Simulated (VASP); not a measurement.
# LaS2 (P4/nmm) in VASP: single point with LDA

Aim: the single point of LaS2 with LDA.

Program: VASP 6.6.1. These are calculated values, not measurements. Logs are shortened: lines on timing, memory, paths and dates and some standing lists are left out, and cuts for length are marked.

## Step 1: The cell of the first run

Symmetry: P4/nmm, No. 129, tetragonal system. Conventional cell: a = 4.046 Å, b = 4.046 Å, c = 8.318 Å, α = 90.00°, β = 90.00°, γ = 90.00°. Within 4.1 Å of La (site symmetry 4mm) lie 9 S at 2.95 to 3.06 Å and 4 La at 4.05 Å. Within 4.1 Å of S (site symmetry 4mm) lie 5 La at 2.95 to 3.00 Å and 12 S at 3.64 to 4.05 Å. S (site symmetry -4m2) has 8 S at 2.86 to 3.64 Å and 4 La at 3.06 Å within 3.8 Å.

## Step 2: Single point, LDA

INCAR

```
SYSTEM = LaS2
PREC     = Accurate       ! precision mode
ENCUT    = 500            ! plane-wave cutoff, eV
EDIFF    = 1E-6           ! SCF threshold, eV
ISMEAR   = 0              ! smearing method
SIGMA    = 0.01           ! smearing width, eV
LREAL    = .False.        ! projectors in reciprocal space
LASPH    = .True.         ! aspherical terms in the spheres
NELM     = 200            ! most SCF steps
ALGO     = Normal         ! electronic algorithm
ISIF     = 2              ! what is computed and relaxed
LWAVE    = .False.        ! write WAVECAR
LCHARG   = .False.        ! write CHGCAR
NBANDS   = 32             ! bands
GGA_COMPAT= .False.      
LMAXMIX  = 6              ! l up to which the mixer works
```

KPOINTS

```
Automatic mesh
0
Gamma
  5 5 3
  0 0 0
```

POSCAR

```
LaS2
1.0
    4.0463430000      0.0000000000      0.0000000000
    0.0000000000      4.0463430000      0.0000000000
    0.0000000000      0.0000000000      8.3176780000
La S
2 4
Direct
    0.0000000000      0.5000000000      0.7242329999
    0.5000000000      0.0000000000      0.2757670001
    0.0000000000      0.5000000000      0.3639720004
    0.5000000000      0.0000000000      0.6360279996
    0.0000000000      0.0000000000      0.0000000000
    0.5000000000      0.5000000000      0.0000000000
```

Potentials or basis: VASP PAW LDA potentials, release 64 (La, S).

Run with:

```console
> cat potpaw_LDA.64/La/POTCAR potpaw_LDA.64/S/POTCAR > POTCAR
> mpirun -np 1 vasp_std > vasp.out
```

OUTCAR:

```text
SYSTEM = LaS2
   PREC = Accurate
   ENCUT = 500
   EDIFF = 1E-6
   ISMEAR = 0
   LREAL = .False.
   LASPH = .True.
   NELM = 200
   ISIF = 2

 ion  position               nearest neighbor table
   1  0.000  0.500  0.724-   4 2.95   4 2.95   4 2.95   4 2.95   3 3.00   5 3.06   6 3.06   6 3.06
                             5 3.06
   2  0.500  0.000  0.276-   3 2.95   3 2.95   3 2.95   3 2.95   4 3.00   6 3.06   6 3.06   5 3.06
                             5 3.06
   3  0.000  0.500  0.364-   2 2.95   2 2.95   2 2.95   2 2.95   1 3.00
   4  0.500  0.000  0.636-   1 2.95   1 2.95   1 2.95   1 2.95   2 3.00
   5  0.000  0.000  0.000-   1 3.06   2 3.06   1 3.06   2 3.06
   6  0.500  0.500  0.000-   1 3.06   2 3.06   2 3.06   1 3.06

  LATTYP: Found a simple tetragonal cell.
 ALAT       =     4.0463430000
 C/A-ratio  =     2.0556037884

  Lattice vectors:

 A1 = (   4.0463430000,   0.0000000000,   0.0000000000)
 A2 = (   0.0000000000,   4.0463430000,   0.0000000000)
 A3 = (   0.0000000000,   0.0000000000,   8.3176780000)

Analysis of symmetry for initial positions (statically):
=====================================================================
 Subroutine PRICEL returns:
 Original cell was already a primitive cell.

 Routine SETGRP: Setting up the symmetry group for a
 simple tetragonal supercell.

 Subroutine GETGRP returns: Found 16 space group operations
 (whereof  8 operations were pure point group operations)
 out of a pool of 16 trial point group operations.

The static configuration has the point symmetry D_2d.
 The point group associated with its full space group is D_4h.

Analysis of symmetry for dynamics (positions and initial velocities):
=====================================================================
 Subroutine PRICEL returns:
 Original cell was already a primitive cell.

 Routine SETGRP: Setting up the symmetry group for a
 simple tetragonal supercell.

 Subroutine GETGRP returns: Found 16 space group operations
 (whereof  8 operations were pure point group operations)
 out of a pool of 16 trial point group operations.

The dynamic configuration has the point symmetry D_2d.
 The point group associated with its full space group is D_4h.

 Subroutine INISYM returns: Found 16 space group operations
 (whereof  8 operations are pure point group operations),
 and found     1 'primitive' translations

----------------------------------------------------------------------------------------

                                     Primitive cell

  volume of cell :     136.1844

  direct lattice vectors                    reciprocal lattice vectors
     4.046343000  0.000000000  0.000000000     0.247136736  0.000000000  0.000000000
     0.000000000  4.046343000  0.000000000     0.000000000  0.247136736  0.000000000
     0.000000000  0.000000000  8.317678000     0.000000000  0.000000000  0.120225861

  length of vectors
     4.046343000  4.046343000  8.317678000     0.247136736  0.247136736  0.120225861

  position of ions in fractional coordinates (direct lattice)
     0.000000000  0.500000000  0.724233000
     0.500000000  0.000000000  0.275767000
     0.000000000  0.500000000  0.363972000
     0.500000000  0.000000000  0.636028000
     0.000000000  0.000000000  0.000000000
     0.500000000  0.500000000  0.000000000

  ion indices of the primitive-cell ions
   primitive index   ion index
                 1           1
                 2           2
                 3           3
                 4           4
                 5           5
                 6           6

----------------------------------------------------------------------------------------

 KPOINTS: Automatic mesh

Automatic generation of k-mesh.
 Grid dimensions read from file:
 generate k-points for:    5    5    3

 Generating k-lattice:

  Cartesian coordinates                     Fractional coordinates (reciprocal lattice)
     0.049427347  0.000000000  0.000000000     0.200000000  0.000000000  0.000000000
     0.000000000  0.049427347  0.000000000     0.000000000  0.200000000  0.000000000
     0.000000000  0.000000000  0.040075287     0.000000000  0.000000000  0.333333333

  Length of vectors
     0.049427347  0.049427347  0.040075287

  Shift w.r.t. Gamma in fractional coordinates (k-lattice)
     0.000000000  0.000000000  0.000000000

 Subroutine IBZKPT returns following result:
 ===========================================

 Found     12 irreducible k-points:

 Following reciprocal coordinates:
            Coordinates               Weight
  0.000000  0.000000  0.000000      1.000000
  0.200000  0.000000  0.000000      4.000000
  0.400000  0.000000  0.000000      4.000000
  0.200000  0.200000  0.000000      4.000000
  0.400000  0.200000  0.000000      8.000000
  0.400000  0.400000  0.000000      4.000000
  0.000000  0.000000  0.333333      2.000000
  0.200000  0.000000  0.333333      8.000000
  0.400000  0.000000  0.333333      8.000000
  0.200000  0.200000  0.333333      8.000000
  0.400000  0.200000  0.333333     16.000000
  0.400000  0.400000  0.333333      8.000000
   k-points           NKPTS =     12   k-points in BZ     NKDIM =     12   number of bands    NBANDS=     32
   number of dos      NEDOS =    301   number of ions     NIONS =      6
   total plane-waves  NPLWV =  57600
   dimension x,y,z NGX =    30 NGY =   30 NGZ =   64
   dimension x,y,z NGXF=    60 NGYF=   60 NGZF=  128
   ions per type =               2   4
   NGX,Y,Z   is equivalent  to a cutoff of  12.33, 12.33, 12.79 a.u.
   NGXF,Y,Z  is equivalent  to a cutoff of  24.65, 24.65, 25.58 a.u.
 SYSTEM =  LaS2
   PREC   = accura    normal or accurate (medium, high low for compatibility)
   ISTART =      0    job   : 0-new  1-cont  2-samecut
   ICHARG =      2    charge: 1-file 2-atom 10-const
   ISPIN  =      1    spin polarized calculation?
   LNONCOLLINEAR =      F non collinear calculations
   LSORBIT =      F    spin-orbit coupling
   LASPH  =      T    aspherical Exc in radial PAW
   ENCUT  =  500.0 eV  36.75 Ry    6.06 a.u.   7.38  7.38 15.17*2*pi/ulx,y,z
   NELM   =    200;   NELMIN=  2; NELMDL= -5     # of ELM steps
   EDIFF  = 0.1E-05   stopping-criterion for ELM
   LREAL  =      F    real-space projection
   EDIFFG = 0.1E-04   stopping-criterion for IOM
   NSW    =      0    number of steps for IOM
   IBRION =     -1    ionic relax: 0-MD 1-quasi-New 2-CG
   NFREE  =      0    steps in history (QN), initial steepest desc. (CG)
   ISIF   =      2    stress and relaxation
   ISYM   =      2    0-nonsym 1-usesym 2-fastsym
   POTIM  = 0.5000    time-step for ionic-motion
   TEBEG  =    0.0;   TEEND  =   0.0 temperature during run
   PSTRESS=    0.0 pullay stress
   NELECT =      46.0000    total number of electrons
   NUPDOWN=      -1.0000    fix difference up-down
   EMIN   =  10.00;   EMAX   =-10.00  energy-range for DOS
   EFERMI =   0.00;   METHOD = LEGACY
   ISMEAR =     0;   SIGMA  =   0.01  broadening in eV -4-tet -1-fermi 0-gaus
   EFERMI_NEDOS =   21; number of points for ismear=-14 and -15
   IALGO  =     38    algorithm
   IMIX   =      4    mixing-type and parameters
     AMIX     =   0.40;   BMIX     =  1.00
     AMIX_MAG =   1.60;   BMIX_MAG =  1.00
  volume/ion in A,a.u.               =      22.70       153.17
  Fermi-wavevector in a.u.,A,eV,Ry     =   1.140123  2.154520 17.685939  1.299880
  Thomas-Fermi vector in A             =   2.276825
   LORBIT       =      0    0 simple, 1 ext, 2 COOP (PROOUT), +10 PAW based schemes
   GGA     = CA    functional components
   LHFCALC =     F    Hartree Fock is set to
   AEXX    =    0.0000 exact exchange contribution
   IVDW    =     0    specifies the selected vdW correction
   LEPSILON=     F    determine dielectric tensor
   LRPA    =     F    only Hartree local field effects (RPA)
 non-spin polarized calculation
 Gauss-broadening in eV      SIGMA  =   0.01
  energy-cutoff  :      500.00
  volume of cell :      136.18
 maximum number of plane-waves:      3503
 NGX is ok and might be reduce to    30
   NGX = 15   NGY = 15   NGZ = 31

 number of electron      45.9999992 magnetization

 Free energy of the ion-electron system (eV)
  ---------------------------------------------------
  ext. energy  EPLUGINS =         0.00000000
  ---------------------------------------------------
  free energy    TOTEN  =       -41.04989235 eV

  energy without entropy =      -41.04965267  energy(sigma->0) =      -41.04977251

 E-fermi :   6.9449     XC(G=0): -10.4194

 val. band max:        6.9401023279   @ k =   0.2000   0.0000   0.0000
 cond. band min:       6.9901538597   @ k =   0.2000   0.0000   0.3333
 fundamental gap:      0.0500515318
 Fermi energy:         6.9448716906

 k-point     1 :       0.0000    0.0000    0.0000
  band No.  band energies     occupation
      1     -25.0761      2.00000
      2     -25.0613      2.00000
      3      -9.5257      2.00000
      4      -8.8599      2.00000
      5      -8.7518      2.00000
      6      -8.7518      2.00000
[... 24 lines left out ...]
     31       9.3563      0.00000
     32       9.3909      0.00000

 k-point     2 :       0.2000    0.0000    0.0000
  band No.  band energies     occupation
      1     -25.0631      2.00000
      2     -25.0512      2.00000
      3      -9.4088      2.00000
      4      -9.0441      2.00000
      5      -9.0320      2.00000
      6      -8.8566      2.00000
[... 24 lines left out ...]
     31       9.3967      0.00000
     32       9.5223      0.00000
[... 313 lines left out ...]
     31       9.4679      0.00000
     32       9.5437      0.00000

 k-point    12 :       0.4000    0.4000    0.3333
  band No.  band energies     occupation
      1     -25.0108      2.00000
      2     -25.0098      2.00000
      3      -9.2641      2.00000
      4      -9.1940      2.00000
      5      -9.1847      2.00000
      6      -9.1152      2.00000
[... 24 lines left out ...]
     31       9.3904      0.00000
     32       9.4363      0.00000

------------------------ aborting loop because EDIFF is reached ----------------------------------------

  FORCE on cell =-STRESS in cart. coord.  units (eV):
  Direction    XX          YY          ZZ          XY          YZ          ZX
  --------------------------------------------------------------------------------------
  -------------------------------------------------------------------------------------
  Total       -4.5288428     -4.5288428     -4.7762283      0.0000000      0.0000000      0.0000000
  in kB      -53.2807511    -53.2807511    -56.1911824      0.0000000      0.0000000      0.0000000
  external PRESSURE =     -54.2508949 kB  Pullay stress =       0.0000000 kB

 VOLUME and BASIS-vectors are now :
 -----------------------------------------------------------------------------
  energy-cutoff  :      500.00
  volume of cell :      136.18
      direct lattice vectors                 reciprocal lattice vectors
     4.046343000  0.000000000  0.000000000     0.247136736  0.000000000  0.000000000
     0.000000000  4.046343000  0.000000000     0.000000000  0.247136736  0.000000000
     0.000000000  0.000000000  8.317678000     0.000000000  0.000000000  0.120225861

 POSITION                                       TOTAL-FORCE (eV/Angst)
 -----------------------------------------------------------------------------------
      0.00000      2.02317      6.02394         0.000000     -0.000000      0.089242
      2.02317      0.00000      2.29374         0.000000      0.000000     -0.089242
      0.00000      2.02317      3.02740        -0.000000      0.000000      0.013996
      2.02317      0.00000      5.29028         0.000000      0.000000     -0.013996
      0.00000      0.00000      0.00000         0.000000     -0.000000      0.000000
      2.02317      2.02317      0.00000         0.000000      0.000000      0.000000
 -----------------------------------------------------------------------------------
    total drift:                                0.000000      0.000000     -0.000000

  FREE ENERGIE OF THE ION-ELECTRON SYSTEM (eV)
  ---------------------------------------------------
  free  energy   TOTEN  =       -41.0498923504 eV

  energy  without entropy=      -41.0496526683  energy(sigma->0) =      -41.04977251
```

Run time: 2 min. Hardware: 1 thread of Intel Xeon 8259CL, shared host; peak memory 0.21 GiB.

Results:

- Free energy: -41.0499 eV
- Pressure: -5.4 GPa
- Largest force: 0.089 eV/Å
- Band gap on the k mesh: zero (bands 23 and 24 overlap by 2.18 eV)

Forces in eV/Å, atoms in the order of the input:
```
La   0.000  0.000  0.089
La   0.000  0.000 -0.089
S    0.000  0.000  0.014
S    0.000  0.000 -0.014
S    0.000  0.000  0.000
S    0.000  0.000  0.000
```

Levels at points of the mesh, in eV from the Fermi level:
```tsv
k point	band 19	band 20	band 21	band 22	band 23	band 24	band 25	band 26	band 27	band 28
(0.00, 0.00, 0.00)	-2.15	-1.32	-1.32	-0.50	0.14	0.77	0.77	1.76	2.18	2.31
```

Caveat: the cell stands under tension; spin-orbit coupling is left out, which moves the levels of the heavy elements.

The gap in the log of VASP goes by the Fermi energy; the results here count the filled bands.